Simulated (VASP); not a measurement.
A run of VASP 6.6.1:

Contents of POSCAR:

```
Ag
1.0
    0.0000000000      2.0526239536      2.0526239536
    2.0526239536      0.0000000000      2.0526239536
    2.0526239536      2.0526239536      0.0000000000
Ag
1
Direct
    0.0000000000      0.0000000000      0.0000000000
```

File INCAR.step1:

```
SYSTEM = Ag
ALGO = Normal
EDIFF = 1E-4
ENCUT = 520
GGA = PE
ISMEAR = -1
LASPH = .TRUE.
LCHARG = .FALSE.
LREAL = .FALSE.
LWAVE = .TRUE.
NBANDS = 12
NELM = 60
PREC = Accurate
SIGMA = 0.15
```

Contents of INCAR.step2:

```
SYSTEM = Ag
ALGO = Normal
EDIFF = 1E-6
ENCUT = 520
ISIF = 2
ISMEAR = -1
ISTART = 1
LASPH = .TRUE.
LCHARG = .FALSE.
LMIXTAU = .TRUE.
LREAL = .FALSE.
LWAVE = .FALSE.
METAGGA = R2SCAN
NBANDS = 12
NELM = 60
PREC = Accurate
SIGMA = 0.15
```

The input KPOINTS:

```
k-points
0
G
  18 18 18
  0 0 0
```

Potentials or basis: VASP PAW PBE potentials, release 64 (Ag).

Command:

```sh
$ cat potpaw_PBE.64/Ag/POTCAR > POTCAR
$ cp INCAR.step1 INCAR
$ mpirun -np 1 vasp_std > vasp.out
$ cp INCAR.step2 INCAR
$ mpirun -np 1 vasp_std > vasp.out
```

Hardware: 1 thread of Intel Xeon 8259CL, on a shared host.

**Question.** Estimate the wall time of this run.

**Answer.** It took 91 s on 1 thread of Intel Xeon 8259CL, on a shared host, peak memory 0.18 GiB. Counts: k points 195.
